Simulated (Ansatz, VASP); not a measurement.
## One calculation of Zn3GeO, two programs

Contents of INCAR:

```
ALGO = Normal ; EDIFF = 1E-6
ENCUT = 520 ; GGA = PE
ISIF = 2 ; ISMEAR = 0
LASPH = True ; LCHARG = True
LELF = True ; LREAL = False
LVHAR = True ; LWAVE = False
NBANDS = 36 ; NELM = 80
PREC = Accurate ; SIGMA = 0.1
```

Contents of KPOINTS:

```
k-points
0
Gamma
  4 4 4
```

File POSCAR:

```
Zn3GeO
1.0
    4.0873153400      0.0000000000      0.0000000000
    0.0000000000      4.0873153400      0.0000000000
    0.0000000000      0.0000000000      4.0878474200
Zn Ge O
3 1 1
Direct
    0.5000000000      0.0000000000      0.4863043100
    0.0000000000      0.0000000000      0.9866249600
    0.0000000000      0.5000000000      0.4863043100
    0.0000000000      0.0000000000      0.4866651000
    0.5000000000      0.5000000000      0.9920643000
```

Input for Ansatz:

```yaml
crystal:
  lattice:
    - [4.08731534, 0.0, 0.0]
    - [0.0, 4.08731534, 0.0]
    - [0.0, 0.0, 4.08784742]
  atoms:
    - { symbol: Zn, position: [0.5, 0.0, 0.48630431] }
    - { symbol: Zn, position: [0.0, 0.0, 0.98662496] }
    - { symbol: Zn, position: [0.0, 0.5, 0.48630431] }
    - { symbol: Ge, position: [0.0, 0.0, 0.4866651] }
    - { symbol: O, position: [0.5, 0.5, 0.9920643] }
basis:
  ecutwfc: 420
kpoints:
  mp_grid: { grid: [4, 4, 4] }
hamiltonian:
  xc: pbe
scf:
  occupations: { method: gaussian, width: 0.1 }
  lower_state_search: "off"
output:
  forces: true
  stress: true
  eigenvalues: true
```

Change from the starting cell: species swapped into the KAgCl3 type (P4mm, No. 99).

Alike in both runs: task single point; functional PBE; k mesh 4 × 4 × 4; occupations gaussian, width 0.1 eV; no spin polarisation.

|  | VASP | Ansatz |
| --- | --- | --- |
| version | VASP 6.6.1 | Ansatz 0.2.0 |
| potentials or method | VASP PAW PBE potentials, release 64 (Zn, Ge_d, O), cutoff 520 eV | scalar-relativistic, plane waves, PAW |
| valence electrons in the cell | 56 | 56 |

|  | VASP | Ansatz | Ansatz less VASP |
| --- | --- | --- | --- |
| gap on the k mesh at the Fermi level (eV) | 0.06 | 0.06 | +0.001 |
| least direct gap on the mesh (eV) | 0.06 | 0.06 | +0.001 |
| rms of the force components (eV/Å) | 0.026 | 0.026 | +0.0002 |

Atom by atom the forces differ by 0.000 eV/Å (rms over components).
